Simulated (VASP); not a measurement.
## Fe3Ge: single point with PBEsol

The system is Fe3Ge.

```
CELL_PARAMETERS angstrom
0.00000 2.83672 2.83672
2.83672 0.00000 2.83672
2.83672 2.83672 0.00000
ATOMIC_POSITIONS crystal
Ge 0.00000 0.00000 0.00000
Fe 0.75000 0.75000 0.75000
Fe 0.25000 0.25000 0.25000
Fe 0.50000 0.50000 0.50000
```

This cell differs from its parent crystal: volume scaled by 0.96.

| Item | Value |
| --- | --- |
| Program | VASP 6.6.1 |
| Task | single point |
| Functional | PBEsol |
| Potentials or basis | VASP PAW PBE potentials, release 64 (Ge_d, Fe) |
| Cutoff | 520 eV |
| k mesh | 8 × 8 × 8 |
| Occupations | fermi-dirac, width 0.05 eV |
| Spin | collinear spin, ferromagnetic start |
| Starting moments | [0.0, 3.0, 3.0, 3.0] μB |
| Dipole correction | no |
| Further INCAR settings | ALGO = Normal; EDIFF = 1e-06; NBANDS = 31 |

```json
{"Pressure": "-4.6 GPa", "Net moment": "5.13 μB per cell", "Site moments": "Ge -0.07; Fe +1.33, +2.53 μB", "Valence electrons inside the program's atomic spheres": "Ge 12.54; Fe 7.43, 7.27"}
```

Levels at points of the mesh, in eV from the Fermi level:
Spin up:
| k point | band 17 | band 18 | band 19 | band 20 | band 21 | band 22 | band 23 | band 24 | band 25 | band 26 |
| --- | --- | --- | --- | --- | --- | --- | --- | --- | --- | --- |
| (0.00, 0.00, 0.00) | -0.65 | -0.65 | -0.65 | -0.36 | -0.36 | 2.44 | 4.10 | 4.10 | 4.10 | 5.85 |
| (0.50, 0.00, 0.00) | -1.54 | -1.36 | -1.36 | -0.80 | -0.80 | -0.49 | 3.48 | 3.48 | 3.49 | 4.81 |
| (0.50, 0.50, 0.00) | -1.43 | -1.43 | -1.07 | -0.80 | -0.44 | -0.44 | -0.40 | 0.10 | 3.57 | 5.02 |
Spin down:
| k point | band 14 | band 15 | band 16 | band 17 | band 18 | band 19 |
| --- | --- | --- | --- | --- | --- | --- |
| (0.00, 0.00, 0.00) | -1.62 | 0.60 | 0.60 | 0.60 | 1.28 | 1.28 |
| (0.50, 0.00, 0.00) | -1.47 | -0.65 | -0.48 | -0.48 | 0.92 | 0.92 |
| (0.50, 0.50, 0.00) | -1.51 | -0.49 | -0.49 | -0.04 | 0.43 | 0.81 |

Run time: 57 s on 1 thread of AMD EPYC 9R45 96-Core Processor (Zen 5) (shared host), peak memory 0.19 GiB.

Caveat: the PAW data sets were made with another functional, which shifts forces and pressure a little.
